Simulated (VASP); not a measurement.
A run of VASP 6.6.1 is set up as follows.

File INCAR:

```
  ALGO = Normal
  EDIFF = 1E-6
  ENCUT = 500
  GGA = PS
  GGA_COMPAT = False
  ISIF = 2
  ISMEAR = 0
  LASPH = True
  LCHARG = True
  LELF = True
  LREAL = False
  LVHAR = True
  LWAVE = False
  NBANDS = 36
  NELM = 120
  PREC = Accurate
  SIGMA = 0.1
```

The input KPOINTS:

```
k-points
0
Gamma
  6 4 4
```

File POSCAR:

```
W
1.0
    2.8096620000      0.0000000000      0.0000000000
    0.0000000000      4.8638700000      0.0000000000
    0.0000000000      0.0000000000      4.9236950000
W
4
Direct
    0.7931720000      0.5631570000      0.2500000000
    0.2068280000      0.0631570000      0.2500000000
    0.2068280000      0.4368430000      0.7500000000
    0.7931720000      0.9368430000      0.7500000000
```

Potentials or basis: VASP PAW PBE potentials, release 64 (W_sv).

Run with:

```bash
$ cat potpaw_PBE.64/W_sv/POTCAR > POTCAR
$ mpirun -np 1 vasp_std > vasp.out
```

Question: Estimate the largest force.

Answer: 0.041 eV/Å.

Question: What does it give for the pressure?

Answer: -10.0 GPa.

Question: What does it give for the band gap on the k mesh?

Answer: Zero (bands 28 and 29 overlap by 0.98 eV).

Stress tensor (GPa, compression positive):
```
 -9.49   0.00   0.00
  0.00 -11.45   0.00
  0.00   0.00  -8.92
```

Caveat: the k points lie up to 0.37 Å⁻¹ apart, too coarse for converged energies and pressures of a metal; the PAW data sets were made with another functional, which shifts forces and pressure a little; spin-orbit coupling is left out, which moves the levels of the heavy elements.
